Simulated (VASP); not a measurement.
NiO:

```
CELL_PARAMETERS angstrom
4.17180 0.00000 0.00000
0.00000 4.17180 0.00000
0.00000 0.00000 4.17180
ATOMIC_POSITIONS crystal
Ni 0.00000 0.00000 0.00000
Ni 0.50000 0.50000 0.00000
Ni 0.50000 0.00000 0.50000
Ni 0.00000 0.50000 0.50000
O 0.50000 0.50000 0.50000
O 0.00000 0.00000 0.50000
O 0.00000 0.50000 0.00000
O 0.50000 0.00000 0.00000
```

Base run:

| Property | Result |
| --- | --- |
| Program | VASP 6.6.1 |
| Functional | PBEsol |
| Potentials or basis | VASP PAW PBE potentials, release 64 (Ni, O) |
| Cutoff | 520 eV |
| k mesh | 6 × 6 × 6 |
| Occupations | fermi-dirac, width 0.02 eV |
| Spin | collinear spin, ferromagnetic start |
| Starting moments | [2.0, 2.0, 2.0, 2.0, 0.0, 0.0, 0.0, 0.0] μB |
| Hubbard terms | Ni d U = 6.2 eV |

Its results: pressure -6.8 GPa; net moment 8.00 μB per cell; site moments Ni +1.81; O +0.18 μB.

**Question.** The run is repeated on the same cell with these changes: k mesh from 6 × 6 × 6 to 4 × 4 × 4; hubbard terms from Ni d U = 6.2 eV to none. What comes out?

**Answer.** Pressure -5.6 GPa; net moment 6.62 μB per cell; site moments Ni +1.36; O +0.25 μB.

Several settings changed at once.

Caveats: some runs use coarse meshes; the PAW data sets were made with another functional, which shifts forces and pressure a little; the cell stands under tension (at least some runs).
